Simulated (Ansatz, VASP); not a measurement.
# One calculation of NaCl, two programs

File INCAR:

```
PREC = Accurate
ENCUT = 520
EDIFF = 1E-6
ISMEAR = 0
SIGMA = 0.05
LREAL = False
LASPH = True
NELM = 80
ALGO = Normal
ISIF = 2
LWAVE = False
LCHARG = False
GGA = PS
NBANDS = 14
```

The input KPOINTS:

```
Automatic mesh
0
Gamma
  8 8 8
```

The input POSCAR:

```
NaCl
1.0
    0.0000000000      3.2690165828      2.1248607788
    3.2690165828      0.0000000000      2.1248607788
    3.2690165828      3.2690165828      0.0000000000
Na Cl
1 1
Direct
    0.0000000000      0.0000000000      0.0000000000
    0.5000000000      0.5000000000      0.5000000000
```

Input for Ansatz:

```yaml
crystal:
  lattice:
    - [0.0, 3.2690165828, 2.1248607788]
    - [3.2690165828, 0.0, 2.1248607788]
    - [3.2690165828, 3.2690165828, 0.0]
  atoms:
    - { symbol: Na, position: [0.0, 0.0, 0.0] }
    - { symbol: Cl, position: [0.5, 0.5, 0.5] }
basis:
  ecutwfc: 420
kpoints:
  mp_grid: { grid: [8, 8, 8] }
hamiltonian:
  xc: pbesol
scf:
  occupations: { method: gaussian, width: 0.05 }
output:
  forces: true
  stress: true
  eigenvalues: true
```

Alike in both runs: task single point; functional PBEsol; k mesh 8 × 8 × 8; occupations gaussian, width 0.05 eV; no spin polarisation.

```csv
,VASP,Ansatz
version,VASP 6.6.1,Ansatz 0.2.0
potentials or method,"VASP PAW PBE potentials, release 64 (Na_pv, Cl), cutoff 520 eV","scalar-relativistic, plane waves, PAW"
valence electrons in the cell,14,16
```

VASP gave:

| Quantity | Value |
| --- | --- |
| gap on the k mesh at the Fermi level (eV) | 4.83 |
| least direct gap on the mesh (eV) | 4.85 |
| pressure (GPa) | 16.7 |
| traceless stress, the component that is largest in VASP (GPa) | 36.90 |

Question: What did Ansatz give for the same quantities?

Answer: gap on the k mesh at the Fermi level (eV): 4.84; least direct gap on the mesh (eV): 4.86; pressure (GPa): 16.4; traceless stress, the component that is largest in VASP (GPa): 36.23.

VASP's potentials were made for PBE, not for PBEsol. VASP's potentials hold 14 valence electrons a cell and Ansatz's 16, so a difference there can come from the potentials and not from the codes.
